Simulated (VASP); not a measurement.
# KBr: single point with b88 exchange, pbe correlation

The system is KBr.

```
Br K
1.0
     3.96096    0.00000    0.00000
     0.00000    3.96096    0.00000
     0.00000    0.00000    3.96096
Br K
1 1
Direct
  0.50000 0.50000 0.50000
  0.00000 0.00000 0.00000
```

```yaml
Program: VASP 6.6.1
Task: single point
Functional: b88 exchange, pbe correlation
Potentials_or_basis: VASP PAW PBE potentials, release 64 (Br, K_sv)
Cutoff: 500 eV
k_mesh: 7 × 7 × 7
Occupations: methfessel-paxton, width 0.05 eV
Spin: no spin polarisation
Dipole_correction: no
Further_INCAR_settings: ALGO = Normal; EDIFF = 1e-06; NBANDS = 15
```

* Pressure: 1.4 GPa
* Band gap on the k mesh: 4.20 eV (least direct gap 4.45 eV)

Levels at points of the mesh, in eV from the valence-band top:
```tsv
k point	band 4	band 5	band 6	band 7	band 8	band 9	band 10	band 11	band 12	band 13
(0.00, 0.00, 0.00)	-11.99	-11.99	-0.25	-0.25	-0.25	4.20	5.90	5.90	9.85	9.85
```

Run time: 22 s on 1 thread of Intel(R) Xeon(R) Platinum 8488C (Sapphire Rapids), with other jobs on the host, peak memory 0.17 GiB.

Caveat: the PAW data sets were made with another functional, which shifts forces and pressure a little; an odd mesh through Γ misses points on the zone boundary, where band edges can lie.
